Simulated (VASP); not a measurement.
BiO5: single point with PBE

Crystal: BiO5.

```xyz
6
Lattice="4.8071 0.0000 0.0000 -2.4036 4.1631 0.0000 0.0000 0.0000 4.0128" Properties=species:S:1:pos:R:3 pbc="T T T"
Bi    0.0000    0.0000    0.0000
O     0.0000    2.7754    0.0000
O     2.4036    1.3877    0.0000
O     2.4036    0.0000    2.0064
O     1.2018    2.0815    2.0064
O    -1.2018    2.0815    2.0064
```

```
Program             : VASP 6.6.1
Task                : single point
Functional          : PBE
Potentials or basis : VASP PAW PBE potentials, release 64 (Bi_d, O)
Cutoff              : 520 eV
k mesh              : 6 × 6 × 4
Occupations         : gaussian, width 0.1 eV
Spin                : no spin polarisation
```

```yaml
Pressure: -19.4 GPa
```

Stress tensor (GPa, compression positive):
```
-22.87   0.00   0.00
  0.00 -22.87   0.00
  0.00   0.00 -12.45
```

Levels at points of the mesh, in eV from the Fermi level:
| k point | band 21 | band 22 | band 23 | band 24 | band 25 | band 26 |
| --- | --- | --- | --- | --- | --- | --- |
| (0.00, 0.00, 0.00) | -0.84 | -0.84 | 0.19 | 0.58 | 0.58 | 1.08 |
| (0.50, 0.00, 0.00) | -1.01 | -0.84 | -0.19 | 0.19 | 0.70 | 0.81 |
| (0.00, 0.00, 0.50) | -0.06 | 0.18 | 0.20 | 0.41 | 0.41 | 0.64 |
| (0.50, 0.00, 0.50) | -0.26 | -0.07 | 0.05 | 0.09 | 0.14 | 0.55 |

Run time: 73 s on 1 thread of AMD EPYC 7R43 64-Core Processor (Zen 3), on a shared host, peak memory 0.16 GiB.

Caveat: the k points lie up to 0.39 Å⁻¹ apart; spin-orbit coupling is left out, which moves the levels of the heavy elements; an odd number of electrons without spin polarisation forces a metal; a magnetic or distorted state may lie lower.
